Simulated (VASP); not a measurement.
Runs of VASP 6.6.1 on AlAs. The structure is that of space group F-43m (No. 216), or close to it. The cells are those of the table. 

```csv
level,cell,k mesh,cutoff (eV),gap on the mesh (eV),pressure (GPa)
r2SCAN,"a = 3.974 Å, angles 60.0°, 2 atoms",6 × 6 × 6,550,1.76,2.5
PBE,"a = 4.015 Å, angles 60.0°, 2 atoms",8 × 8 × 8,500,1.45,2.1
r2SCAN,"a = 4.094 Å, angles 60.0°, 2 atoms",6 × 6 × 6,550,1.89,-4.0
r2SCAN,"a = 4.015 Å, angles 60.0°, 2 atoms",6 × 6 × 6,550,1.80,0.0
PBE,"a = 4.009 Å, angles 60.0°, 2 atoms",6 × 6 × 6,500,1.44,2.4
PBE,"a = 4.129 Å, angles 60.0°, 2 atoms",6 × 6 × 6,500,1.34,(b)
r2SCAN,"a = 4.055 Å, angles 60.0°, 2 atoms",6 × 6 × 6,550,1.85,(a)
PBE,"a = 4.090 Å, angles 60.0°, 2 atoms",6 × 6 × 6,500,1.54,-1.7
```

Alike in all rows: task single point; potentials or basis VASP PAW PBE potentials, release 64 (Al, As); no spin polarisation; smearing gaussian 0.01 eV.

Problem. Estimate the missing entries.

Solution. (a) -2.1; (b) -3.3.

Caveats: the PAW data sets were made with another functional, which shifts forces and pressure a little (some runs).

A k mesh can miss the band edges, and the runs leave out spin-orbit coupling on As.
